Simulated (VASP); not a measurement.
Write the native input for VASP 6.6.1 that does the following.

- Task: electric field gradients
- Functional: PBEsol
- Potentials or basis: VASP PAW PBE potentials, release 64 (Zn)
- Cutoff: 520 eV
- k mesh: 18 × 18 × 8
- Occupations: fermi-dirac, width 0.03 eV
- Spin: no spin polarisation
- Dipole correction: no
- Further INCAR settings: ALGO = Normal; EDIFF = 1e-08; NBANDS = 19

The structure of Zn lies in POSCAR:

```
Zn
1.0
    2.6647980532      0.0399719708      0.0399719708
   -1.2977822844      2.2877968246      0.0146307568
    0.0742005000      0.0742005000      4.9467000000
Zn
2
Direct
    0.3333333333      0.6666666667      0.2500000000
    0.6666666667      0.3333333333      0.7500000000
```

This cell differs from its parent crystal: equal xy, yz and zx shear strains of +3 %.

One way to write it, as run:

INCAR

```
SYSTEM = Zn
ALGO     = Normal         ! electronic algorithm
EDIFF    = 1E-8           ! SCF threshold, eV
ENCUT    = 520            ! plane-wave cutoff, eV
GGA      = PS             ! functional
ISIF     = 2              ! what is computed and relaxed
ISMEAR   = -1             ! smearing method
LASPH    = .TRUE.         ! aspherical terms in the spheres
LCHARG   = .FALSE.        ! write CHGCAR
LEFG     = .TRUE.       
LREAL    = .FALSE.        ! projectors in reciprocal space
LWAVE    = .FALSE.        ! write WAVECAR
NBANDS   = 19             ! bands
NELM     = 100            ! most SCF steps
PREC     = Accurate       ! precision mode
SIGMA    = 0.03           ! smearing width, eV
```

KPOINTS

```
k-points
0
G
  18 18 8
  0 0 0
```

Potentials or basis: VASP PAW PBE potentials, release 64 (Zn).

Launch:

```console
$ cat potpaw_PBE.64/Zn/POTCAR > POTCAR
$ mpirun -np 1 vasp_std > vasp.out
```

It gave:

The pressure is -4.8 GPa. The largest force is 0.019 eV/Å, the band gap on the k mesh is zero (bands 12 and 13 overlap by 4.71 eV) and the largest electric field gradient by atom is Zn +35.1 V/Å².

Caveat: the cell differs from its parent crystal (equal xy, yz and zx shear strains of +3 %); the cell stands under tension; without QUAD_EFG the Cq values of the log hold for a quadrupole moment of 1 mb, not for the nuclei; the PAW data sets were made with another functional, which shifts forces and pressure a little.

Run time: 10 min on 1 thread of Oxide Virtual Turin-like Processor (shared host), peak memory 0.62 GiB.
